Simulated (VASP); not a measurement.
# Mg2C3 (C2/m) in VASP: a series of runs

Mg2C3 is run at these levels: PBEsol; tasks: single point.

All numbers are computed with VASP 6.6.1; they aren't measurements. Logs are shortened: lines on timing, memory, paths and dates and some standing lists are left out, and cuts for length are marked.

## (1) The cell of the first run

It takes space group C2/m (No. 12, monoclinic). The conventional cell has a = 4.942 Å, b = 4.827 Å, c = 5.155 Å, α = 90.00°, β = 105.29°, γ = 90.00°. Within 3.6 Å of Mg (site symmetry m) lie 11 C at 2.28 to 3.50 Å and 9 Mg at 3.08 to 3.45 Å. Within 1.8 Å of C (site symmetry m) lie 1 C at 1.34 Å. Within 1.8 Å of C (site symmetry 2/m) lie 2 C at 1.34 Å.

## (2) Single point, PBEsol (11.86 Å³/atom)

The input, INCAR:

```
PREC     = Accurate       # precision mode
ENCUT    = 840            # plane-wave cutoff, eV
EDIFF    = 1E-6           # SCF threshold, eV
ISMEAR   = 0              # smearing method
SIGMA    = 0.02           # smearing width, eV
LREAL    = False          # projectors in reciprocal space
LASPH    = True           # aspherical terms in the spheres
NELM     = 120            # most SCF steps
ALGO     = Normal         # electronic algorithm
ISIF     = 2              # what is computed and relaxed
LWAVE    = False          # write WAVECAR
LCHARG   = False          # write CHGCAR
GGA      = PS             # functional
NBANDS   = 24             # bands
GGA_COMPAT= False
```

The input, KPOINTS:

```
regular mesh
0
Gamma
  8 8 6
```

The input, POSCAR:

```
Mg2C3
1.0
    2.4710665979     -2.4136011457     -0.0257598534
    2.4710665979      2.4136011457     -0.0257598534
   -1.3071339740      0.0000000000      4.9864787236
Mg C
2 3
Direct
    0.8111642465      0.8111642465      0.1946510246
    0.1888357535      0.1888357535      0.8053489754
    0.3052313376      0.3052313376      0.2638455416
    0.6947686624      0.6947686624      0.7361544584
    0.5000000000      0.5000000000      0.5000000000
```

Potentials or basis: VASP PAW PBE potentials, release 64 (Mg_sv, C).

Command:

```sh
> cat potpaw_PBE.64/Mg_sv/POTCAR potpaw_PBE.64/C/POTCAR > POTCAR
> mpirun -np 1 vasp_std > vasp.out
```

OUTCAR:

```text
PREC = Accurate
   ENCUT = 840
   EDIFF = 1E-6
   ISMEAR = 0
   LREAL = False
   LASPH = True
   NELM = 120
   ISIF = 2
   GGA = PS

 ion  position               nearest neighbor table
   1  0.811  0.811  0.195-
   2  0.189  0.189  0.805-
   3  0.305  0.305  0.264-   5 1.34
   4  0.695  0.695  0.736-   5 1.34
   5  0.500  0.500  0.500-   3 1.34   4 1.34

  LATTYP: Found a base centered monoclinic cell.
 ALAT       =     4.9424017244
 B/A-ratio  =     0.9766916088
 C/A-ratio  =     1.0430062318
 COS(beta)  =    -0.2636379777

  Lattice vectors:

 A1 = (   2.4710665979,  -2.4136011457,  -0.0257598534)
 A2 = (   2.4710665979,   2.4136011457,  -0.0257598534)
 A3 = (  -1.3071339740,   0.0000000000,   4.9864787236)

Analysis of symmetry for initial positions (statically):
=====================================================================
 Subroutine PRICEL returns:
 Original cell was already a primitive cell.

 Routine SETGRP: Setting up the symmetry group for a
 base centered monoclinic supercell.

 Subroutine GETGRP returns: Found  4 space group operations
 (whereof  4 operations were pure point group operations)
 out of a pool of  4 trial point group operations.

The static configuration has the point symmetry C_2h.

Analysis of symmetry for dynamics (positions and initial velocities):
=====================================================================
 Subroutine PRICEL returns:
 Original cell was already a primitive cell.

 Routine SETGRP: Setting up the symmetry group for a
 base centered monoclinic supercell.

 Subroutine GETGRP returns: Found  4 space group operations
 (whereof  4 operations were pure point group operations)
 out of a pool of  4 trial point group operations.

The dynamic configuration has the point symmetry C_2h.

 Subroutine INISYM returns: Found  4 space group operations
 (whereof  4 operations are pure point group operations),
 and found     1 'primitive' translations

----------------------------------------------------------------------------------------

                                     Primitive cell

  volume of cell :      59.3179

  direct lattice vectors                    reciprocal lattice vectors
     2.471066598 -2.413601146 -0.025759853     0.202896220 -0.207159332  0.053186338
     2.471066598  2.413601146 -0.025759853     0.202896220  0.207159332  0.053186338
    -1.307133974  0.000000000  4.986478724     0.002096300  0.000000000  0.201091833

  length of vectors
     3.454316747  3.454316747  5.154955799     0.294806125  0.294806125  0.201102759

  position of ions in fractional coordinates (direct lattice)
     0.811164246  0.811164246  0.194651025
     0.188835754  0.188835754  0.805348975
     0.305231338  0.305231338  0.263845542
     0.694768662  0.694768662  0.736154458
     0.500000000  0.500000000  0.500000000

  ion indices of the primitive-cell ions
   primitive index   ion index
                 1           1
                 2           2
                 3           3
                 4           4
                 5           5

----------------------------------------------------------------------------------------

 KPOINTS: regular mesh

Automatic generation of k-mesh.
 Grid dimensions read from file:
 generate k-points for:    8    8    6

 Generating k-lattice:

  Cartesian coordinates                     Fractional coordinates (reciprocal lattice)
     0.025362028 -0.025894916  0.006648292     0.125000000  0.000000000  0.000000000
     0.025362028  0.025894916  0.006648292     0.000000000  0.125000000  0.000000000
     0.000349383  0.000000000  0.033515305     0.000000000  0.000000000  0.166666667

  Length of vectors
     0.036850766  0.036850766  0.033517126

  Shift w.r.t. Gamma in fractional coordinates (k-lattice)
     0.000000000  0.000000000  0.000000000

 Subroutine IBZKPT returns following result:
 ===========================================

 Found    114 irreducible k-points:

 Following reciprocal coordinates:
            Coordinates               Weight
  0.000000  0.000000  0.000000      1.000000
  0.125000 -0.000000  0.000000      4.000000
  0.250000 -0.000000  0.000000      4.000000
  0.375000 -0.000000  0.000000      4.000000
  0.500000 -0.000000  0.000000      2.000000
  0.125000  0.125000  0.000000      2.000000
[... 16 lines left out ...]
  0.125000 -0.000000  0.166667      4.000000
  0.250000 -0.000000  0.166667      4.000000
 [... further k-points ...]
   k-points           NKPTS =    114   k-points in BZ     NKDIM =    114   number of bands    NBANDS=     24
   number of dos      NEDOS =    301   number of ions     NIONS =      5
   total plane-waves  NPLWV =  64800
   dimension x,y,z NGX =    36 NGY =   36 NGZ =   50
   dimension x,y,z NGXF=    72 NGYF=   72 NGZF=  100
   ions per type =               2   3
   NGX,Y,Z   is equivalent  to a cutoff of  17.33, 17.33, 16.12 a.u.
   NGXF,Y,Z  is equivalent  to a cutoff of  34.65, 34.65, 32.25 a.u.
 SYSTEM =  unknown system
   PREC   = accura    normal or accurate (medium, high low for compatibility)
   ISTART =      0    job   : 0-new  1-cont  2-samecut
   ICHARG =      2    charge: 1-file 2-atom 10-const
   ISPIN  =      1    spin polarized calculation?
   LNONCOLLINEAR =      F non collinear calculations
   LSORBIT =      F    spin-orbit coupling
   LASPH  =      T    aspherical Exc in radial PAW
   ENCUT  =  840.0 eV  61.74 Ry    7.86 a.u.   8.16  8.16 12.18*2*pi/ulx,y,z
   NELM   =    120;   NELMIN=  2; NELMDL= -5     # of ELM steps
   EDIFF  = 0.1E-05   stopping-criterion for ELM
   LREAL  =      F    real-space projection
[... 7 lines left out ...]
   TEBEG  =    0.0;   TEEND  =   0.0 temperature during run
   PSTRESS=    0.0 pullay stress
   NELECT =      32.0000    total number of electrons
   NUPDOWN=      -1.0000    fix difference up-down
   EMIN   =  10.00;   EMAX   =-10.00  energy-range for DOS
   EFERMI =   0.00;   METHOD = LEGACY
   ISMEAR =     0;   SIGMA  =   0.02  broadening in eV -4-tet -1-fermi 0-gaus
   EFERMI_NEDOS =   21; number of points for ismear=-14 and -15
   IALGO  =     38    algorithm
   IMIX   =      4    mixing-type and parameters
     AMIX     =   0.40;   BMIX     =  1.00
     AMIX_MAG =   1.60;   BMIX_MAG =  1.00
  volume/ion in A,a.u.               =      11.86        80.06
  Fermi-wavevector in a.u.,A,eV,Ry     =   1.332692  2.518422 24.164856  1.776067
  Thomas-Fermi vector in A             =   2.461607
   LORBIT       =      0    0 simple, 1 ext, 2 COOP (PROOUT), +10 PAW based schemes
   GGA     = PS    functional components
   LHFCALC =     F    Hartree Fock is set to
   AEXX    =    0.0000 exact exchange contribution
   IVDW    =     0    specifies the selected vdW correction
   LEPSILON=     F    determine dielectric tensor
   LRPA    =     F    only Hartree local field effects (RPA)
 non-spin polarized calculation
 Gauss-broadening in eV      SIGMA  =   0.02
  energy-cutoff  :      840.00
  volume of cell :       59.32
 maximum number of plane-waves:      3302
 NGX is ok and might be reduce to    36
   NGX = 17   NGY = 17   NGZ = 25

 number of electron      32.0000010 magnetization

 Free energy of the ion-electron system (eV)
  ---------------------------------------------------
  ext. energy  EPLUGINS =         0.00000000
  ---------------------------------------------------
  free energy    TOTEN  =       -31.19671877 eV

  energy without entropy =      -31.19671877  energy(sigma->0) =      -31.19671877

 E-fermi :   4.1124     XC(G=0): -10.3820

 val. band max:        3.9039597979   @ k =   0.0000   0.0000   0.5000
 cond. band min:       5.3648115738   @ k =   0.5000   0.5000   0.1667
 fundamental gap:      1.4608517759
 Fermi energy:         4.1123745633

 k-point     1 :       0.0000    0.0000    0.0000
  band No.  band energies     occupation
      1     -71.2474      2.00000
      2     -71.2440      2.00000
      3     -38.2299      2.00000
      4     -38.2086      2.00000
      5     -38.1951      2.00000
      6     -38.1838      2.00000
[... 16 lines left out ...]
     23      12.2344      0.00000
     24      13.4930      0.00000

 k-point     2 :       0.1250   -0.0000    0.0000
  band No.  band energies     occupation
      1     -71.2473      2.00000
      2     -71.2441      2.00000
      3     -38.2294      2.00000
      4     -38.2094      2.00000
      5     -38.1951      2.00000
      6     -38.1849      2.00000
[... 16 lines left out ...]
     23      11.9287      0.00000
     24      13.6524      0.00000

 k-point     3 :       0.2500   -0.0000    0.0000
  band No.  band energies     occupation
      1     -71.2469      2.00000
      2     -71.2444      2.00000
      3     -38.2284      2.00000
      4     -38.2112      2.00000
      5     -38.1950      2.00000
      6     -38.1873      2.00000
[... 16 lines left out ...]
     23      12.0177      0.00000
     24      13.7353      0.00000

 k-point     4 :       0.3750   -0.0000    0.0000
  band No.  band energies     occupation
      1     -71.2463      2.00000
      2     -71.2447      2.00000
      3     -38.2273      2.00000
      4     -38.2129      2.00000
      5     -38.1950      2.00000
      6     -38.1900      2.00000
[... 16 lines left out ...]
     23      12.0643      0.00000
     24      13.3108      0.00000

 k-point     5 :       0.5000   -0.0000    0.0000
  band No.  band energies     occupation
      1     -71.2459      2.00000
      2     -71.2450      2.00000
      3     -38.2269      2.00000
      4     -38.2135      2.00000
      5     -38.1949      2.00000
      6     -38.1914      2.00000
[... 16 lines left out ...]
     23      12.3451      0.00000
     24      12.9014      0.00000

 k-point     6 :       0.1250    0.1250    0.0000
  band No.  band energies     occupation
      1     -71.2471      2.00000
      2     -71.2441      2.00000
      3     -38.2290      2.00000
      4     -38.2097      2.00000
      5     -38.1939      2.00000
      6     -38.1864      2.00000
[... 16 lines left out ...]
     23      11.7833      0.00000
     24      13.6625      0.00000
[... 379 lines left out ...]
 k-point    21 :       0.5000    0.5000    0.0000
  band No.  band energies     occupation
      1     -71.2453      2.00000
      2     -71.2451      2.00000
      3     -38.2221      2.00000
      4     -38.2155      2.00000
      5     -38.2021      2.00000
      6     -38.1888      2.00000
[... 16 lines left out ...]
     23      14.2093      0.00000
     24      15.2488      0.00000

 k-point    22 :       0.0000    0.0000    0.1667
  band No.  band energies     occupation
      1     -71.2474      2.00000
      2     -71.2442      2.00000
      3     -38.2289      2.00000
      4     -38.2098      2.00000
      5     -38.1946      2.00000
      6     -38.1843      2.00000
[... 16 lines left out ...]
     23      11.9961      0.00000
     24      13.7889      0.00000

 k-point    23 :       0.1250   -0.0000    0.1667
  band No.  band energies     occupation
      1     -71.2471      2.00000
      2     -71.2443      2.00000
      3     -38.2280      2.00000
      4     -38.2105      2.00000
      5     -38.1945      2.00000
      6     -38.1857      2.00000
[... 16 lines left out ...]
     23      12.1833      0.00000
     24      14.1330      0.00000

 k-point    24 :       0.2500   -0.0000    0.1667
  band No.  band energies     occupation
      1     -71.2466      2.00000
      2     -71.2445      2.00000
      3     -38.2270      2.00000
      4     -38.2123      2.00000
      5     -38.1943      2.00000
      6     -38.1883      2.00000
[... 16 lines left out ...]
     23      12.7349      0.00000
     24      13.6191      0.00000

 [... further k-points ...]

------------------------ aborting loop because EDIFF is reached ----------------------------------------

  FORCE on cell =-STRESS in cart. coord.  units (eV):
  Direction    XX          YY          ZZ          XY          YZ          ZX
  --------------------------------------------------------------------------------------
  -------------------------------------------------------------------------------------
  Total       -3.2363748     -3.2491816     -3.1499578      0.0000000      0.0000000      0.0246834
  in kB      -87.4145808    -87.7604921    -85.0804544      0.0000000      0.0000000      0.6666999
  external PRESSURE =     -86.7518424 kB  Pullay stress =       0.0000000 kB

 VOLUME and BASIS-vectors are now :
 -----------------------------------------------------------------------------
  energy-cutoff  :      840.00
  volume of cell :       59.32
      direct lattice vectors                 reciprocal lattice vectors
     2.471066598 -2.413601146 -0.025759853     0.202896220 -0.207159332  0.053186338
     2.471066598  2.413601146 -0.025759853     0.202896220  0.207159332  0.053186338
    -1.307133974  0.000000000  4.986478724     0.002096300  0.000000000  0.201091833

 POSITION                                       TOTAL-FORCE (eV/Angst)
 -----------------------------------------------------------------------------------
      3.75445      0.00000      0.92883         0.002166     -0.000000     -0.002844
     -0.11945      0.00000      4.00613        -0.002166     -0.000000      0.002844
      1.16361      0.00000      1.29993        -0.012285     -0.000000     -0.031276
      2.47139      0.00000      3.63502         0.012285     -0.000000      0.031276
      1.81750      0.00000      2.46748         0.000000      0.000000     -0.000000
 -----------------------------------------------------------------------------------
    total drift:                               -0.000000     -0.000000      0.000000

  FREE ENERGIE OF THE ION-ELECTRON SYSTEM (eV)
  ---------------------------------------------------
  free  energy   TOTEN  =       -31.1967187730 eV

  energy  without entropy=      -31.1967187730  energy(sigma->0) =      -31.19671877
```

Wall time 3.6 min (1 thread of Intel Xeon Platinum 8259CL at 2.50GHz (Skylake/Cascade Lake), shared host); peak memory 0.42 GiB.

Results:

| Quantity | Value |
| --- | --- |
| Free energy | -31.1967 eV |
| Pressure | -8.7 GPa |
| Largest force | 0.034 eV/Å |
| Band gap on the k mesh | 1.46 eV (least direct gap 2.14 eV) |

Forces in eV/Å, atoms in the order of the input:
```
Mg   0.002  0.000 -0.003
Mg  -0.002  0.000  0.003
C   -0.012  0.000 -0.031
C    0.012  0.000  0.031
C    0.000  0.000  0.000
```

Caveat: the cell stands under tension; the PAW data sets were made with another functional, which shifts forces and pressure a little. A k mesh can miss the band edges.

(Part 1 of 2 ends here.)
